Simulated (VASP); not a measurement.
Set up this calculation in VASP 6.6.1, as the native input.

| Quantity | Value |
| --- | --- |
| Task | relaxation of cell and atoms |
| Functional | PBE |
| Potentials or basis | VASP PAW PBE potentials, release 64 (Cs_sv, O) |
| Cutoff | 600 eV |
| k mesh | 4 × 4 × 4 |
| Occupations | gaussian, width 0.1 eV |
| Spin | no spin polarisation |
| Dipole correction | no |
| Further INCAR settings | ALGO = Normal; EDIFF = 1e-06; IBRION = 2; EDIFFG = -0.04; NSW = 90; ISIF = 3 |

The structure of CsO7 lies in POSCAR:

```
CsO7
1.0
    0.0000000000      3.8918070500      3.8918070500
    3.8918070500      0.0000000000      3.8918070500
    3.8918070500      3.8918070500      0.0000000000
Cs O
1 7
Direct
    0.0000000000      0.0000000000      0.0000000000
    0.5000000000      0.5000000000      0.5000000000
    0.0000000000      0.0000000000      0.5000000000
    0.5000000000      0.0000000000      0.5000000000
    0.0000000000      0.5000000000      0.5000000000
    0.5000000000      0.5000000000      0.0000000000
    0.0000000000      0.5000000000      0.0000000000
    0.5000000000      0.0000000000      0.0000000000
```

The cell was generated, and may not be a known phase.

The input as run:

INCAR

```
SYSTEM = CsO7
PREC = Accurate ; ENCUT = 600
EDIFF = 1E-6 ; ISMEAR = 0
SIGMA = 0.1 ; LREAL = .FALSE.
LASPH = .TRUE. ; NELM = 100
ALGO = Normal ; ISIF = 3
LWAVE = .FALSE. ; LCHARG = .FALSE.
GGA = PE ; IBRION = 2
NSW = 90 ; EDIFFG = -0.04
```

KPOINTS

```
Automatic mesh
0
G
  4 4 4
  0 0 0
```

Potentials or basis: VASP PAW PBE potentials, release 64 (Cs_sv, O).

Run with:

```bash
$ cat potpaw_PBE.64/Cs_sv/POTCAR potpaw_PBE.64/O/POTCAR > POTCAR
$ mpirun -np 1 vasp_std > vasp.out
```

It gave:

```json
{
  "Relaxed volume": "10.93 Å³/atom",
  "Relaxed cell": "a = 4.982 Å, b = 4.982 Å, c = 4.982 Å, α = 60.00°, β = 60.00°, γ = 60.00°",
  "Space group after relaxing (to 0.1 Å)": "Fm-3m (No. 225)",
  "Energy gained by relaxing": "157.0 meV/atom",
  "Ionic steps": "5",
  "Pressure after relaxing": "-0.1 GPa",
  "Band gap on the k mesh": "zero (an odd number of electrons rules out a gap without spin polarisation)"
}
```

Caveat: the volume moved by over 15 % at a fixed basis, so the end points are rough; spin-orbit coupling is left out, which moves the levels of the heavy elements; an odd number of electrons without spin polarisation forces a metal; a magnetic or distorted state may lie lower.

Run time: 3.6 min on 1 thread of Intel(R) Xeon(R) Platinum 8488C (Sapphire Rapids), on a shared host, peak memory 0.36 GiB.
